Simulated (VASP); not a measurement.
# MgSe5 (F-43m) in VASP: notebook

The runs below take MgSe5 through single point, relaxation of cell and atoms, with PBE.

Everything below comes from runs of VASP 6.6.1. Logs are shortened: lines on timing, memory, paths and dates and some standing lists are left out, and cuts for length are marked.

### 1 The cell of the first run

Symmetry: F-43m, No. 216, cubic system. Conventional cell: a = 8.095 Å, b = 8.095 Å, c = 8.095 Å, α = 90.00°, β = 90.00°, γ = 90.00°. Within 4.4 Å of Mg (site symmetry -43m) lie 16 Se at 3.36 to 3.51 Å. Se (site symmetry -43m) has 12 Se at 3.35 Å and 4 Mg at 3.51 Å within 4.4 Å. Se (site symmetry 3m) has 9 Se at 2.85 to 3.35 Å and 3 Mg at 3.36 Å within 3.7 Å.

The cell was built from a structure type or drawn by symmetry, and may not be a known phase.

### 2 Single point, PBE

INCAR reads:

```
PREC = Accurate
ENCUT = 520
EDIFF = 1E-6
ISMEAR = 0
SIGMA = 0.1
LREAL = F
LASPH = T
NELM = 60
ALGO = Normal
ISIF = 2
LWAVE = F
LCHARG = F
GGA = PE
NBANDS = 25
```

KPOINTS reads:

```
regular mesh
0
Gamma
  8 8 8
```

POSCAR reads:

```
MgSe5
1.0
    0.0000000000      4.0476322205      4.0476322205
    4.0476322205      0.0000000000      4.0476322205
    4.0476322205      4.0476322205      0.0000000000
Mg Se
1 5
Direct
    0.0000000000      0.0000000000      0.0000000000
    0.2500000000      0.2500000000      0.2500000000
    0.6242713796      0.6242713796      0.6242713796
    0.1271858612      0.6242713796      0.6242713796
    0.6242713796      0.6242713796      0.1271858612
    0.6242713796      0.1271858612      0.6242713796
```

Potentials or basis: VASP PAW PBE potentials, release 64 (Mg, Se).

Launch:

```bash
> cat potpaw_PBE.64/Mg/POTCAR potpaw_PBE.64/Se/POTCAR > POTCAR
> mpirun -np 1 vasp_std > vasp.out
```

OUTCAR:

```text
PREC = Accurate
   ENCUT = 520
   EDIFF = 1E-6
   ISMEAR = 0
   LREAL = F
   LASPH = T
   NELM = 60
   ISIF = 2
   GGA = PE

 ion  position               nearest neighbor table
   1  0.000  0.000  0.000-
   2  0.250  0.250  0.250-
   3  0.624  0.624  0.624-
   4  0.127  0.624  0.624-
   5  0.624  0.624  0.127-
   6  0.624  0.127  0.624-

  LATTYP: Found a face centered cubic cell.
 ALAT       =     8.0952644410

  Lattice vectors:

 A1 = (   0.0000000000,   4.0476322205,   4.0476322205)
 A2 = (   4.0476322205,   0.0000000000,   4.0476322205)
 A3 = (   4.0476322205,   4.0476322205,   0.0000000000)

Analysis of symmetry for initial positions (statically):
=====================================================================
 Subroutine PRICEL returns:
 Original cell was already a primitive cell.

 Routine SETGRP: Setting up the symmetry group for a
 face centered cubic supercell.

 Subroutine GETGRP returns: Found 24 space group operations
 (whereof 24 operations were pure point group operations)
 out of a pool of 48 trial point group operations.

The static configuration has the point symmetry T_d .

Analysis of symmetry for dynamics (positions and initial velocities):
=====================================================================
 Subroutine PRICEL returns:
 Original cell was already a primitive cell.

 Routine SETGRP: Setting up the symmetry group for a
 face centered cubic supercell.

 Subroutine GETGRP returns: Found 24 space group operations
 (whereof 24 operations were pure point group operations)
 out of a pool of 48 trial point group operations.

The dynamic configuration has the point symmetry T_d .

 Subroutine INISYM returns: Found 24 space group operations
 (whereof 24 operations are pure point group operations),
 and found     1 'primitive' translations

----------------------------------------------------------------------------------------

                                     Primitive cell

  volume of cell :     132.6274

  direct lattice vectors                    reciprocal lattice vectors
     0.000000000  4.047632220  4.047632220    -0.123529010  0.123529010  0.123529010
     4.047632220  0.000000000  4.047632220     0.123529010 -0.123529010  0.123529010
     4.047632220  4.047632220  0.000000000     0.123529010  0.123529010 -0.123529010
[... 87 lines left out ...]
   LNONCOLLINEAR =      F non collinear calculations
   LSORBIT =      F    spin-orbit coupling
   LASPH  =      T    aspherical Exc in radial PAW
   ENCUT  =  520.0 eV  38.22 Ry    6.18 a.u.  10.64 10.64 10.64*2*pi/ulx,y,z
   NELM   =     60;   NELMIN=  2; NELMDL= -5     # of ELM steps
   EDIFF  = 0.1E-05   stopping-criterion for ELM
   LREAL  =      F    real-space projection
   EDIFFG = 0.1E-04   stopping-criterion for IOM
   NSW    =      0    number of steps for IOM
   IBRION =     -1    ionic relax: 0-MD 1-quasi-New 2-CG
   NFREE  =      0    steps in history (QN), initial steepest desc. (CG)
   ISIF   =      2    stress and relaxation
   ISYM   =      2    0-nonsym 1-usesym 2-fastsym
   POTIM  = 0.5000    time-step for ionic-motion
   TEBEG  =    0.0;   TEEND  =   0.0 temperature during run
   PSTRESS=    0.0 pullay stress
   NELECT =      32.0000    total number of electrons
   NUPDOWN=      -1.0000    fix difference up-down
   EMIN   =  10.00;   EMAX   =-10.00  energy-range for DOS
   EFERMI =   0.00;   METHOD = LEGACY
   ISMEAR =     0;   SIGMA  =   0.10  broadening in eV -4-tet -1-fermi 0-gaus
   EFERMI_NEDOS =   21; number of points for ismear=-14 and -15
   IALGO  =     38    algorithm
   IMIX   =      4    mixing-type and parameters
     AMIX     =   0.40;   BMIX     =  1.00
     AMIX_MAG =   1.60;   BMIX_MAG =  1.00
  volume/ion in A,a.u.               =      22.10       149.17
  Fermi-wavevector in a.u.,A,eV,Ry     =   1.019171  1.925954 14.132505  1.038710
  Thomas-Fermi vector in A             =   2.152670
   LORBIT       =      0    0 simple, 1 ext, 2 COOP (PROOUT), +10 PAW based schemes
   GGA     = PE    functional components
   LHFCALC =     F    Hartree Fock is set to
   AEXX    =    0.0000 exact exchange contribution
   IVDW    =     0    specifies the selected vdW correction
   LEPSILON=     F    determine dielectric tensor
   LRPA    =     F    only Hartree local field effects (RPA)
 non-spin polarized calculation
 Gauss-broadening in eV      SIGMA  =   0.10
  energy-cutoff  :      520.00
  volume of cell :      132.63
 maximum number of plane-waves:      3599
 NGX is ok and might be reduce to    48
   NGX = 21   NGY = 21   NGZ = 21

 number of electron      31.9999998 magnetization

 Free energy of the ion-electron system (eV)
  ---------------------------------------------------
  ext. energy  EPLUGINS =         0.00000000
  ---------------------------------------------------
  free energy    TOTEN  =       -16.53366521 eV

  energy without entropy =      -16.48485268  energy(sigma->0) =      -16.50925894

 E-fermi :   4.5543     XC(G=0):  -9.8463

 val. band max:        4.5209601314   @ k =   0.5000   0.3750   0.0000
 cond. band min:       4.5646932364   @ k =   0.5000   0.2500   0.0000
 fundamental gap:      0.0437331050
 Fermi energy:         4.5542654655

 k-point     1 :       0.0000    0.0000    0.0000
  band No.  band energies     occupation
      1     -11.3996      2.00000
      2      -7.6634      2.00000
      3      -7.6634      2.00000
      4      -7.6634      2.00000
      5      -7.1371      2.00000
      6      -3.2160      2.00000
[... 661 lines left out ...]
     24       9.7569      0.00000
     25      11.2531      0.00000

 [... further k-points ...]
[... 5 lines left out ...]
  --------------------------------------------------------------------------------------
  -------------------------------------------------------------------------------------
  Total       -0.0036946     -0.0036946     -0.0036946      0.0000000      0.0000000      0.0000000
  in kB       -0.0446323     -0.0446323     -0.0446323      0.0000000      0.0000000      0.0000000
  external PRESSURE =      -0.0446323 kB  Pullay stress =       0.0000000 kB

 VOLUME and BASIS-vectors are now :
 -----------------------------------------------------------------------------
  energy-cutoff  :      520.00
  volume of cell :      132.63
      direct lattice vectors                 reciprocal lattice vectors
     0.000000000  4.047632220  4.047632220    -0.123529010  0.123529010  0.123529010
     4.047632220  0.000000000  4.047632220     0.123529010 -0.123529010  0.123529010
     4.047632220  4.047632220  0.000000000     0.123529010  0.123529010 -0.123529010

 POSITION                                       TOTAL-FORCE (eV/Angst)
 -----------------------------------------------------------------------------------
      0.00000      0.00000      0.00000        -0.000000     -0.000000     -0.000000
      2.02382      2.02382      2.02382        -0.000000     -0.000000     -0.000000
      5.05364      5.05364      5.05364         0.005761      0.005761      0.005761
      5.05364      3.04162      3.04162         0.005761     -0.005761     -0.005761
      3.04162      3.04162      5.05364        -0.005761     -0.005761      0.005761
      3.04162      5.05364      3.04162        -0.005761      0.005761     -0.005761
 -----------------------------------------------------------------------------------
    total drift:                                0.000000      0.000000      0.000000

  FREE ENERGIE OF THE ION-ELECTRON SYSTEM (eV)
  ---------------------------------------------------
  free  energy   TOTEN  =       -16.5336652089 eV

  energy  without entropy=      -16.4848526793  energy(sigma->0) =      -16.50925894
```

Wall time 3.2 min (1 thread of Intel Xeon 8259CL, shared host); peak memory 0.35 GiB.

Results:

- Free energy: -16.5337 eV
- Pressure: 0.0 GPa
- Largest force: 0.010 eV/Å
- Band gap on the k mesh: zero (bands 16 and 17 overlap by 1.48 eV)

Forces on the atoms (eV/Å):
```
Mg   0.000  0.000  0.000
Se   0.000  0.000  0.000
Se   0.006  0.006  0.006
Se   0.006 -0.006 -0.006
Se  -0.006 -0.006  0.006
Se  -0.006  0.006 -0.006
```

### 3 Relaxation of cell and atoms, PBE

This run uses another cell than the first one, of 22.47 Å³/atom.

INCAR reads:

```
ALGO = Normal
EDIFF = 1E-6
EDIFFG = -0.01
ENCUT = 600
GGA = PE
IBRION = 2
ISIF = 3
ISMEAR = 0
LASPH = True
LCHARG = False
LREAL = False
LWAVE = False
NELM = 80
NSW = 100
PREC = Accurate
SIGMA = 0.1
```

KPOINTS reads:

```
k-points
0
Gamma
  8 8 8
```

POSCAR reads:

```
MgSe5
1.0
    0.0000000000      4.0696253077      4.0696253077
    4.0696253077      0.0000000000      4.0696253077
    4.0696253077      4.0696253077      0.0000000000
Mg Se
1 5
Direct
    0.0000000000      0.0000000000      0.0000000000
    0.2500000000      0.2500000000      0.2500000000
    0.6235230617      0.6235230617      0.6235230617
    0.1294308148      0.6235230617      0.6235230617
    0.6235230617      0.6235230617      0.1294308148
    0.6235230617      0.1294308148      0.6235230617
```

Potentials or basis: VASP PAW PBE potentials, release 64 (Mg, Se).

Launch:

```bash
> cat potpaw_PBE.64/Mg/POTCAR potpaw_PBE.64/Se/POTCAR > POTCAR
> mpirun -np 1 vasp_std > vasp.out
```

Wall time 7.7 min (1 thread of Intel Xeon 8259CL, shared host); peak memory 0.39 GiB.

It converged, with:

| Property | Result |
| --- | --- |
| Free energy | -16.5340 eV |
| Relaxed volume | 22.10 Å³/atom |
| Relaxed cell | a = 5.723 Å, b = 5.723 Å, c = 5.723 Å, α = 60.00°, β = 60.00°, γ = 60.00° |
| Space group after relaxing (to 0.1 Å) | F-43m (No. 216) |
| Energy gained by relaxing | 1.3 meV/atom |
| Ionic steps | 5 |
| Pressure after relaxing | 0.0 GPa |
| Band gap on the k mesh | zero (bands 16 and 17 overlap by 1.48 eV) |

The path:
```tsv
step	energy change (eV)	largest force (eV/Å)	pressure (GPa)	volume (Å³)
1	0.0000	0.0674	-0.87	134.80
2	-0.0066	0.0605	0.09	132.44
3	-0.0067	0.0608	0.06	132.53
4	-0.0073	0.0389	0.04	132.55
5	-0.0077	0.0013	0.02	132.57
```

Final structure:
```cif
data_structure
_symmetry_space_group_name_H-M 'P 1'
_symmetry_Int_Tables_number 1
_cell_length_a 5.7234
_cell_length_b 5.7234
_cell_length_c 5.7234
_cell_angle_alpha 60.000
_cell_angle_beta 60.000
_cell_angle_gamma 60.000
_cell_volume 132.57
loop_
_atom_site_label
_atom_site_type_symbol
_atom_site_fract_x
_atom_site_fract_y
_atom_site_fract_z
_atom_site_occupancy
Mg1 Mg 0.00000 0.00000 0.00000 1
Se1 Se 0.25000 0.25000 0.25000 1
Se2 Se 0.62436 0.62436 0.62436 1
Se3 Se 0.12691 0.62436 0.62436 1
Se4 Se 0.62436 0.62436 0.12691 1
Se5 Se 0.62436 0.12691 0.62436 1
```

Levels at points of the mesh, in eV from the Fermi level:
```csv
k point,band 13,band 14,band 15,band 16,band 17,band 18,band 19,band 20
"(0.00, 0.00, 0.00)",-1.63,-1.63,-0.57,1.30,1.30,1.30,2.21,2.21
"(0.50, 0.00, 0.00)",-2.27,-2.27,-1.21,0.14,0.14,1.01,1.36,2.34
"(0.50, 0.50, 0.00)",-2.23,-2.02,-1.90,-0.64,-0.05,-0.05,1.68,2.11
```
